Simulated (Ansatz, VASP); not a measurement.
# One calculation of Cd4TeO3, two programs

```
Cd Te O
1.0
     3.82761    0.00000    0.00000
    -1.91380    3.31480    0.00000
     0.00000    0.00000   12.93254
Cd Te O
4 1 3
Direct
  0.33333 0.66667 0.46021
  0.33333 0.66667 0.88321
  0.00000 0.00000 0.66925
  0.00000 0.00000 0.25160
  0.00000 0.00000 0.01783
  0.33333 0.66667 0.28522
  0.33333 0.66667 0.71601
  0.00000 0.00000 0.49668
```

Alike in both runs: functional PBE; k mesh 12 × 12 × 4; occupations gaussian, width 0.1 eV; no spin polarisation.

Ansatz relaxed the structure, and its values are those at the end. VASP's run is a single point on that final structure, the one shown.

|  | VASP | Ansatz |
| --- | --- | --- |
| version | VASP 6.6.1 | Ansatz 0.2.0 |
| potentials or method | VASP PAW PBE potentials, release 64 (Cd, Te, O), cutoff 520 eV | scalar-relativistic, plane waves, PAW |
| valence electrons in the cell | 72 | 114 |

VASP gave:

- gap on the k mesh at the Fermi level (eV): none
- pressure (GPa): 0.7
- rms of the force components (eV/Å): 0.027

Q: What did Ansatz give for the same quantities?

A: gap on the k mesh at the Fermi level (eV): none; pressure (GPa): 0.0; rms of the force components (eV/Å): 0.001.

A gap of «none» marks a metal or a gap that the smearing closes. The functional is the same, so the differences come from potentials, cutoffs and numerics. VASP's potentials hold 72 valence electrons a cell and Ansatz's 114, so a difference there can come from the potentials and not from the codes.

Neither program's run includes spin-orbit coupling.
